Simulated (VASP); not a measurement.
# KZnF3 (Cmmm) in VASP: notebook, part 2 of 2

VASP 6.6.1. The steps go on from the part before.

### Step 3. Single point, PBE (strain +0.0150 x Voigt [0, 0, 0, 1, 0, 0])

The input, INCAR:

```
PREC     = Accurate       # precision mode
ENCUT    = 520            # plane-wave cutoff, eV
EDIFF    = 1E-6           # SCF threshold, eV
ISMEAR   = 0              # smearing method
SIGMA    = 0.05           # smearing width, eV
LREAL    = False          # projectors in reciprocal space
LASPH    = True           # aspherical terms in the spheres
NELM     = 100            # most SCF steps
ALGO     = Normal         # electronic algorithm
ISIF     = 2              # what is computed and relaxed
LWAVE    = False          # write WAVECAR
LCHARG   = False          # write CHGCAR
GGA      = PE             # functional
NBANDS   = 29             # bands
```

The input, KPOINTS:

```
regular mesh
0
Gamma
  6 6 6
```

The input, POSCAR:

```
KZnF3
1.0
    4.0500000000      0.0000000000      0.0000000000
    0.0000000000      4.0500000000      0.0303750000
    0.0000000000      0.0303750000      4.0500000000
K Zn F
1 1 3
Direct
    0.0000000000      0.0000000000      0.0000000000
    0.5000000000      0.5000000000      0.5000000000
    0.5000000000      0.5000000000      0.0000000000
    0.0000000000      0.5000000000      0.5000000000
    0.5000000000      0.0000000000      0.5000000000
```

Potentials or basis: VASP PAW PBE potentials, release 64 (K_sv, Zn, F).

On the command line:

```console
> cat potpaw_PBE.64/K_sv/POTCAR potpaw_PBE.64/Zn/POTCAR potpaw_PBE.64/F/POTCAR > POTCAR
> mpirun -np 1 vasp_std > vasp.out
```

OUTCAR:

```text
PREC = Accurate
   ENCUT = 520
   EDIFF = 1E-6
   ISMEAR = 0
   LREAL = False
   LASPH = True
   NELM = 100
   ISIF = 2
   GGA = PE

 ion  position               nearest neighbor table
   1  0.000  0.000  0.000-   4 2.84   4 2.84
   2  0.500  0.500  0.500-   4 2.02   4 2.02   5 2.03   3 2.03   5 2.03   3 2.03
   3  0.500  0.500  0.000-   2 2.03   2 2.03
   4  0.000  0.500  0.500-   2 2.02   2 2.02   1 2.84   1 2.84
   5  0.500  0.000  0.500-   2 2.03   2 2.03

  LATTYP: Found a base centered orthorhombic cell.
 ALAT       =     5.6846081907
 B/A-ratio  =     1.0151133501
 C/A-ratio  =     0.7124501574

  Lattice vectors:

 A1 = (   0.0000000000,  -0.0303750000,  -4.0500000000)
 A2 = (   0.0000000000,   4.0500000000,   0.0303750000)
 A3 = (   4.0500000000,   0.0000000000,   0.0000000000)

Analysis of symmetry for initial positions (statically):
=====================================================================
 Subroutine PRICEL returns:
 Original cell was already a primitive cell.

 Routine SETGRP: Setting up the symmetry group for a
[... 175 lines left out ...]

 val. band max:       -0.7564454951   @ k =   0.5000   0.5000   0.5000
 cond. band min:       3.0360891091   @ k =   0.0000   0.0000   0.0000
 fundamental gap:      3.7925346042
 Fermi energy:        -0.4500150384

 k-point     1 :       0.0000    0.0000    0.0000
  band No.  band energies     occupation
      1     -27.8528      2.00000
      2     -22.3685      2.00000
      3     -21.7424      2.00000
      4     -21.7410      2.00000
      5     -11.3450      2.00000
      6     -11.3391      2.00000
[... 757 lines left out ...]
     28      11.2714      0.00000
     29      11.8512      0.00000

 [... further k-points ...]

------------------------ aborting loop because EDIFF is reached ----------------------------------------

  FORCE on cell =-STRESS in cart. coord.  units (eV):
  Direction    XX          YY          ZZ          XY          YZ          ZX
  --------------------------------------------------------------------------------------
  -------------------------------------------------------------------------------------
  Total        2.0609931      2.0638324      2.0638324      0.0000000     -0.2103105      0.0000000
  in kB       49.7103110     49.7787929     49.7787929      0.0000000     -5.0726024      0.0000000
  external PRESSURE =      49.7559656 kB  Pullay stress =       0.0000000 kB

 VOLUME and BASIS-vectors are now :
 -----------------------------------------------------------------------------
  energy-cutoff  :      520.00
  volume of cell :       66.43
      direct lattice vectors                 reciprocal lattice vectors
     4.050000000  0.000000000  0.000000000     0.246913580  0.000000000  0.000000000
     0.000000000  4.050000000  0.030375000     0.000000000  0.246927470 -0.001851956
     0.000000000  0.030375000  4.050000000     0.000000000 -0.001851956  0.246927470

 POSITION                                       TOTAL-FORCE (eV/Angst)
 -----------------------------------------------------------------------------------
      0.00000      0.00000      0.00000         0.000000     -0.000000      0.000000
      2.02500      2.04019      2.04019         0.000000     -0.000000      0.000000
      2.02500      2.02500      0.01519         0.000000     -0.000000      0.000000
      0.00000      2.04019      2.04019         0.000000     -0.000000      0.000000
      2.02500      0.01519      2.02500         0.000000      0.000000      0.000000
 -----------------------------------------------------------------------------------
    total drift:                                0.000000      0.000000     -0.000000

  FREE ENERGIE OF THE ION-ELECTRON SYSTEM (eV)
  ---------------------------------------------------
  free  energy   TOTEN  =       -20.2629675936 eV

  energy  without entropy=      -20.2629675936  energy(sigma->0) =      -20.26296759
```

stdout:

```text
POSCAR found type information on POSCAR K ZnF
 POSCAR found :  3 types and       5 ions
 scaLAPACK will be used
 LDA part: xc-table for (Slater+PW92), standard interpolation
 POSCAR, INCAR and KPOINTS ok, starting setup
 FFT: planning ... GRIDC
 FFT: planning ... GRID_SOFT
 FFT: planning ... GRID
 WAVECAR not read
 entering main loop
```

Wall time 40 s (1 thread of Intel Xeon 6975P-C (Granite Rapids), shared host); peak memory 0.23 GiB.

What came out:

- Free energy: -20.2630 eV
- Pressure: 5.0 GPa
- Band gap on the k mesh: 3.79 eV (least direct gap 5.62 eV)

Stress tensor (GPa, compression positive):
```
 4.97  0.00  0.00
 0.00  4.98 -0.51
 0.00 -0.51  4.98
```

Levels at points of the mesh, in eV from the valence-band top:
```tsv
k point	band 18	band 19	band 20	band 21	band 22	band 23	band 24	band 25
(0.00, 0.00, 0.00)	-2.05	-1.88	-1.86	-1.83	3.79	8.70	8.70	9.40
(0.50, 0.00, 0.00)	-1.98	-1.70	-1.70	-1.58	6.56	8.30	9.65	11.01
(0.00, 0.50, 0.00)	-2.03	-1.70	-1.70	-1.58	6.56	8.30	9.64	11.08
(0.50, 0.50, 0.00)	-1.79	-1.79	-1.51	0.00	8.04	10.12	10.15	10.15
(0.00, 0.50, 0.50)	-1.79	-1.78	-1.51	0.00	8.04	10.13	10.14	10.16
(0.50, 0.50, 0.50)	-1.49	-1.49	0.00	0.00	8.37	8.43	8.48	10.22
```

Caveat: the cell differs from its parent crystal (strain +0.0150 x Voigt [0, 0, 0, 1, 0, 0]); the cell stands under pressure.

### Step 4. Single point, PBE (strain -0.0100 x Voigt [0, 0, 0, 1, 0, 0])

The input, INCAR:

```
SYSTEM = KZnF3
  ALGO = Normal
  EDIFF = 1E-6
  ENCUT = 520
  GGA = PE
  ISIF = 2
  ISMEAR = 0
  LASPH = .True.
  LCHARG = .False.
  LREAL = .False.
  LWAVE = .False.
  NBANDS = 29
  NELM = 100
  PREC = Accurate
  SIGMA = 0.05
```

The input, KPOINTS:

```
k-points
0
Gamma
  6 6 6
  0 0 0
```

POSCAR: that of step 3 with these lines changed.

```diff
@@ -3,4 +3,4 @@
     4.0500000000      0.0000000000      0.0000000000
-    0.0000000000      4.0500000000      0.0303750000
-    0.0000000000      0.0303750000      4.0500000000
+    0.0000000000      4.0500000000     -0.0202500000
+    0.0000000000     -0.0202500000      4.0500000000
 K Zn F
```

Potentials or basis: VASP PAW PBE potentials, release 64 (K_sv, Zn, F).

On the command line:

```console
> cat potpaw_PBE.64/K_sv/POTCAR potpaw_PBE.64/Zn/POTCAR potpaw_PBE.64/F/POTCAR > POTCAR
> mpirun -np 1 vasp_std > vasp.out
```

OUTCAR:

```text
SYSTEM = KZnF3
   EDIFF = 1E-6
   ENCUT = 520
   GGA = PE
   ISIF = 2
   ISMEAR = 0
   LASPH = .True.
   LREAL = .False.
   NELM = 100
   PREC = Accurate

 ion  position               nearest neighbor table
   1  0.000  0.000  0.000-   4 2.85   4 2.85
   2  0.500  0.500  0.500-   4 2.02   4 2.02   5 2.03   3 2.03   5 2.03   3 2.03
   3  0.500  0.500  0.000-   2 2.03   2 2.03
   4  0.000  0.500  0.500-   2 2.02   2 2.02   1 2.85   1 2.85
   5  0.500  0.000  0.500-   2 2.03   2 2.03

  LATTYP: Found a base centered orthorhombic cell.
 ALAT       =     5.6989271030
 B/A-ratio  =     1.0100502513
 C/A-ratio  =     0.7106600816

  Lattice vectors:

 A1 = (   0.0000000000,   4.0500000000,  -0.0202500000)
 A2 = (   0.0000000000,  -0.0202500000,   4.0500000000)
 A3 = (   4.0500000000,   0.0000000000,   0.0000000000)

Analysis of symmetry for initial positions (statically):
=====================================================================
 Subroutine PRICEL returns:
 Original cell was already a primitive cell.

 Routine SETGRP: Setting up the symmetry group for a
 base centered orthorhombic supercell.

 Subroutine GETGRP returns: Found  8 space group operations
 (whereof  8 operations were pure point group operations)
 out of a pool of  8 trial point group operations.

The static configuration has the point symmetry D_2h.

Analysis of symmetry for dynamics (positions and initial velocities):
=====================================================================
 Subroutine PRICEL returns:
 Original cell was already a primitive cell.

 Routine SETGRP: Setting up the symmetry group for a
 base centered orthorhombic supercell.

 Subroutine GETGRP returns: Found  8 space group operations
 (whereof  8 operations were pure point group operations)
 out of a pool of  8 trial point group operations.

The dynamic configuration has the point symmetry D_2h.

 Subroutine INISYM returns: Found  8 space group operations
 (whereof  8 operations are pure point group operations),
 and found     1 'primitive' translations

----------------------------------------------------------------------------------------

                                     Primitive cell

  volume of cell :      66.4285

  direct lattice vectors                    reciprocal lattice vectors
     4.050000000  0.000000000  0.000000000     0.246913580  0.000000000  0.000000000
     0.000000000  4.050000000 -0.020250000     0.000000000  0.246919753  0.001234599
     0.000000000 -0.020250000  4.050000000     0.000000000  0.001234599  0.246919753

  length of vectors
     4.050000000  4.050050625  4.050050625     0.246913580  0.246922840  0.246922840

  position of ions in fractional coordinates (direct lattice)
     0.000000000  0.000000000  0.000000000
     0.500000000  0.500000000  0.500000000
     0.500000000  0.500000000  0.000000000
     0.000000000  0.500000000  0.500000000
     0.500000000  0.000000000  0.500000000

  ion indices of the primitive-cell ions
   primitive index   ion index
[... 25 lines left out ...]
     0.000000000  0.000000000  0.000000000

 Subroutine IBZKPT returns following result:
 ===========================================

 Found     52 irreducible k-points:

 Following reciprocal coordinates:
            Coordinates               Weight
  0.000000  0.000000  0.000000      1.000000
  0.166667  0.000000  0.000000      2.000000
  0.333333  0.000000  0.000000      2.000000
  0.500000  0.000000  0.000000      1.000000
  0.000000  0.166667 -0.000000      4.000000
  0.166667  0.166667 -0.000000      8.000000
[... 16 lines left out ...]
  0.333333  0.333333  0.166667      8.000000
  0.500000  0.333333  0.166667      4.000000
 [... further k-points ...]
   k-points           NKPTS =     52   k-points in BZ     NKDIM =     52   number of bands    NBANDS=     29
   number of dos      NEDOS =    301   number of ions     NIONS =      5
   total plane-waves  NPLWV =  27000
   dimension x,y,z NGX =    30 NGY =   30 NGZ =   30
   dimension x,y,z NGXF=    60 NGYF=   60 NGZF=   60
   ions per type =               1   1   3
   NGX,Y,Z   is equivalent  to a cutoff of  12.31, 12.31, 12.31 a.u.
   NGXF,Y,Z  is equivalent  to a cutoff of  24.63, 24.63, 24.63 a.u.
 SYSTEM =  KZnF3
   PREC   = accura    normal or accurate (medium, high low for compatibility)
   ISTART =      0    job   : 0-new  1-cont  2-samecut
   ICHARG =      2    charge: 1-file 2-atom 10-const
   ISPIN  =      1    spin polarized calculation?
   LNONCOLLINEAR =      F non collinear calculations
   LSORBIT =      F    spin-orbit coupling
   LASPH  =      T    aspherical Exc in radial PAW
   ENCUT  =  520.0 eV  38.22 Ry    6.18 a.u.   7.53  7.53  7.53*2*pi/ulx,y,z
   NELM   =    100;   NELMIN=  2; NELMDL= -5     # of ELM steps
   EDIFF  = 0.1E-05   stopping-criterion for ELM
   LREAL  =      F    real-space projection
   EDIFFG = 0.1E-04   stopping-criterion for IOM
   NSW    =      0    number of steps for IOM
   IBRION =     -1    ionic relax: 0-MD 1-quasi-New 2-CG
   NFREE  =      0    steps in history (QN), initial steepest desc. (CG)
   ISIF   =      2    stress and relaxation
   ISYM   =      2    0-nonsym 1-usesym 2-fastsym
   POTIM  = 0.5000    time-step for ionic-motion
   TEBEG  =    0.0;   TEEND  =   0.0 temperature during run
   PSTRESS=    0.0 pullay stress
   NELECT =      42.0000    total number of electrons
   NUPDOWN=      -1.0000    fix difference up-down
   EMIN   =  10.00;   EMAX   =-10.00  energy-range for DOS
   EFERMI =   0.00;   METHOD = LEGACY
   ISMEAR =     0;   SIGMA  =   0.05  broadening in eV -4-tet -1-fermi 0-gaus
   EFERMI_NEDOS =   21; number of points for ismear=-14 and -15
   IALGO  =     38    algorithm
   IMIX   =      4    mixing-type and parameters
     AMIX     =   0.40;   BMIX     =  1.00
     AMIX_MAG =   1.60;   BMIX_MAG =  1.00
  volume/ion in A,a.u.               =      13.29        89.66
  Fermi-wavevector in a.u.,A,eV,Ry     =   1.405098  2.655250 26.861976  1.974300
  Thomas-Fermi vector in A             =   2.527593
   LORBIT       =      0    0 simple, 1 ext, 2 COOP (PROOUT), +10 PAW based schemes
   GGA     = PE    functional components
   LHFCALC =     F    Hartree Fock is set to
   AEXX    =    0.0000 exact exchange contribution
   IVDW    =     0    specifies the selected vdW correction
   LEPSILON=     F    determine dielectric tensor
   LRPA    =     F    only Hartree local field effects (RPA)
 non-spin polarized calculation
 Gauss-broadening in eV      SIGMA  =   0.05
  energy-cutoff  :      520.00
  volume of cell :       66.43
 maximum number of plane-waves:      1807
   NGX = 15   NGY = 15   NGZ = 15

 number of electron      41.9999979 magnetization

 Free energy of the ion-electron system (eV)
  ---------------------------------------------------
  ext. energy  EPLUGINS =         0.00000000
  ---------------------------------------------------
  free energy    TOTEN  =       -20.26394188 eV

  energy without entropy =      -20.26394188  energy(sigma->0) =      -20.26394188

 E-fermi :  -0.4239     XC(G=0):  -9.8791

 val. band max:       -0.7563722746   @ k =   0.5000   0.5000   0.5000
 cond. band min:       3.0363526341   @ k =   0.0000   0.0000   0.0000
 fundamental gap:      3.7927249087
 Fermi energy:        -0.4239312371

 k-point     1 :       0.0000    0.0000    0.0000
  band No.  band energies     occupation
      1     -27.8531      2.00000
      2     -22.3688      2.00000
      3     -21.7422      2.00000
      4     -21.7415      2.00000
      5     -11.3432      2.00000
      6     -11.3393      2.00000
[... 757 lines left out ...]
     28      11.1385      0.00000
     29      11.8546      0.00000

 [... further k-points ...]

------------------------ aborting loop because EDIFF is reached ----------------------------------------

  FORCE on cell =-STRESS in cart. coord.  units (eV):
  Direction    XX          YY          ZZ          XY          YZ          ZX
  --------------------------------------------------------------------------------------
  -------------------------------------------------------------------------------------
  Total        2.0571419      2.0587039      2.0587039      0.0000000      0.1402290      0.0000000
  in kB       49.6158708     49.6535438     49.6535438      0.0000000      3.3821612      0.0000000
  external PRESSURE =      49.6409862 kB  Pullay stress =       0.0000000 kB

 VOLUME and BASIS-vectors are now :
 -----------------------------------------------------------------------------
  energy-cutoff  :      520.00
  volume of cell :       66.43
      direct lattice vectors                 reciprocal lattice vectors
     4.050000000  0.000000000  0.000000000     0.246913580  0.000000000  0.000000000
     0.000000000  4.050000000 -0.020250000     0.000000000  0.246919753  0.001234599
     0.000000000 -0.020250000  4.050000000     0.000000000  0.001234599  0.246919753

 POSITION                                       TOTAL-FORCE (eV/Angst)
 -----------------------------------------------------------------------------------
      0.00000      0.00000      0.00000         0.000000      0.000000      0.000000
      2.02500      2.01487      2.01487         0.000000     -0.000000      0.000000
      2.02500      2.02500     -0.01013         0.000000      0.000000      0.000000
      0.00000      2.01487      2.01487         0.000000      0.000000      0.000000
      2.02500     -0.01013      2.02500         0.000000      0.000000      0.000000
 -----------------------------------------------------------------------------------
    total drift:                                0.000000      0.000000     -0.000000

  FREE ENERGIE OF THE ION-ELECTRON SYSTEM (eV)
  ---------------------------------------------------
  free  energy   TOTEN  =       -20.2639418783 eV

  energy  without entropy=      -20.2639418783  energy(sigma->0) =      -20.26394188
```

stdout:

```text
POSCAR found type information on POSCAR K ZnF
 POSCAR found :  3 types and       5 ions
 scaLAPACK will be used
 LDA part: xc-table for (Slater+PW92), standard interpolation
 POSCAR, INCAR and KPOINTS ok, starting setup
 FFT: planning ... GRIDC
 FFT: planning ... GRID_SOFT
 FFT: planning ... GRID
 WAVECAR not read
 entering main loop
```

It took 40 s on 1 thread of Intel Xeon 6975P-C (Granite Rapids), shared host; peak memory 0.22 GiB.

Results:

```yaml
Free_energy: -20.2639 eV
Pressure: 5.0 GPa
Band_gap_on_the_k_mesh: 3.79 eV (least direct gap 5.63 eV)
```

Levels at points of the mesh, in eV from the valence-band top:
```
           k point  band 19  band 20  band 21  band 22  band 23  band 24
(0.00, 0.00, 0.00)    -1.87    -1.86    -1.84     3.79     8.70     8.70
(0.50, 0.00, 0.00)    -1.70    -1.70    -1.58     6.56     8.30     9.65
(0.00, 0.50, 0.00)    -1.70    -1.70    -1.58     6.56     8.30     9.65
(0.50, 0.50, 0.00)    -1.79    -1.51     0.00     8.04    10.12    10.15
(0.00, 0.50, 0.50)    -1.79    -1.51     0.00     8.04    10.12    10.15
(0.50, 0.50, 0.50)    -1.49     0.00     0.00     8.39     8.43     8.46
```

Caveat: the cell differs from its parent crystal (strain -0.0100 x Voigt [0, 0, 0, 1, 0, 0]); the cell stands under pressure. A k mesh can miss the band edges.

### Step 5. Single point, PBE (strain +0.0050 x Voigt [0, 0, 0, 1, 0, 0])

The input, INCAR:

```
ALGO = Normal
EDIFF = 1E-7
ENCUT = 520
GGA = PE
ISIF = 2
ISMEAR = 0
LASPH = T
LCHARG = T
LELF = T
LREAL = F
LVHAR = T
LWAVE = F
NBANDS = 29
NELM = 80
PREC = Accurate
SIGMA = 0.05
```

The input, KPOINTS:

```
k-points
0
Gamma
  6 6 6
```

POSCAR: that of step 4 with these lines changed.

```diff
@@ -3,4 +3,4 @@
     4.0500000000      0.0000000000      0.0000000000
-    0.0000000000      4.0500000000     -0.0202500000
-    0.0000000000     -0.0202500000      4.0500000000
+    0.0000000000      4.0500000000      0.0101250000
+    0.0000000000      0.0101250000      4.0500000000
 K Zn F
```

On the command line:

```console
> cat potpaw_PBE.64/K_sv/POTCAR potpaw_PBE.64/Zn/POTCAR potpaw_PBE.64/F/POTCAR > POTCAR
> mpirun -np 1 vasp_std > vasp.out
```

Wall time 49 s (1 thread of Intel Xeon 6975P-C (Granite Rapids), shared host); peak memory 0.23 GiB.

The run converged. Its results:

- Free energy: -20.2645 eV
- Pressure: 4.9 GPa
- Band gap on the k mesh: 3.79 eV (least direct gap 5.64 eV)

Stress tensor (GPa, compression positive):
```
 4.91  0.00  0.00
 0.00  4.91 -0.17
 0.00 -0.17  4.91
```

Levels at points of the mesh, in eV from the valence-band top:
```csv
k point,band 19,band 20,band 21,band 22,band 23,band 24
"(0.00, 0.00, 0.00)",-1.86,-1.86,-1.85,3.79,8.70,8.70
"(0.50, 0.00, 0.00)",-1.70,-1.70,-1.58,6.56,8.30,9.65
"(0.00, 0.50, 0.00)",-1.70,-1.70,-1.58,6.56,8.30,9.65
"(0.50, 0.50, 0.00)",-1.79,-1.51,0.00,8.04,10.12,10.15
"(0.00, 0.50, 0.50)",-1.79,-1.51,0.00,8.04,10.12,10.15
"(0.50, 0.50, 0.50)",-1.49,0.00,0.00,8.41,8.43,8.45
```

Caveat: the cell differs from its parent crystal (strain +0.0050 x Voigt [0, 0, 0, 1, 0, 0]); the cell stands under pressure. A k mesh can miss the band edges.

### Step 6. The runs side by side

```csv
cell,gap on the mesh (eV),pressure (GPa)
"a = 4.050 Å, angles 91.1, 90.0, 90.0°, 5 atoms",3.79,5.0
"a = 4.050 Å, angles 89.1, 90.0, 90.0°, 5 atoms",3.79,5.0
"a = 4.050 Å, angles 90.6, 90.0, 90.0°, 5 atoms",3.79,5.0
"a = 4.050 Å, angles 89.7, 90.0, 90.0°, 5 atoms",3.79,4.9
```

Alike in all rows: task single point; level PBE; potentials or basis VASP PAW PBE potentials, release 64 (K_sv, Zn, F); no spin polarisation; k mesh 6 × 6 × 6; cutoff (eV) 520; smearing gaussian 0.05 eV.

Caveats: the cell stands under pressure.

Absolute energies hang on the potentials; compare differences alone.
